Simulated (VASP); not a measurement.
Here is a VASP 6.6.1 calculation.

INCAR

```
SYSTEM = HC6
PREC = Accurate
ENCUT = 520
EDIFF = 1E-6
ISMEAR = 0
SIGMA = 0.1
LREAL = .FALSE.
LASPH = .TRUE.
NELM = 120
ALGO = Normal
ISIF = 2
LWAVE = .FALSE.
LCHARG = .FALSE.
LDIPOL = .TRUE.
IDIPOL = 3
DIPOL = 0.5 0.5 0.311
GGA = PE
NBANDS = 38
GGA_COMPAT = .FALSE.
NELMDL = -8
```

Contents of KPOINTS:

```
regular mesh
0
G
  6 3 1
  0 0 0
```

POSCAR

```
HC6
1.0
    4.9326910638      0.0000000000      0.0000000000
    0.0000000000      8.5222964205      0.0000000000
    0.0000000000      0.0000000000     22.9416055954
C H
12 2
Direct
    0.0000000000      0.0000000000      0.1743557130
    0.5000000000      0.0000000000      0.1743557130
    0.2500000000      0.0000000000      0.2053898368
    0.7500000000      0.0000000000      0.2053898368
    0.2500000000      0.0000000000      0.2674580844
    0.7500000000      0.0000000000      0.2674580844
    0.0000000000      0.0000000000      0.2977124344
    0.5000000000      0.0000000000      0.2977124344
    0.0000000000      0.0000000000      0.3626190265
    0.5000000000      0.0000000000      0.3626190265
    0.2500000000      0.0000000000      0.3897550046
    0.7500000000      0.0000000000      0.3897550046
   -0.0265399992      1.0000000000      0.4791123075
    0.2765399992      1.0000000000      0.4791123075
```

Potentials or basis: VASP PAW PBE potentials, release 64 (C, H).

The run is started by

```bash
$ cat potpaw_PBE.64/C/POTCAR potpaw_PBE.64/H/POTCAR > POTCAR
$ mpirun -np 1 vasp_std > vasp.out
```

(1) Estimate the largest force.

(2) Predict the band gap on the k mesh.

## Answers

(1) 3.119 eV/Å.

(2) 0.04 eV.
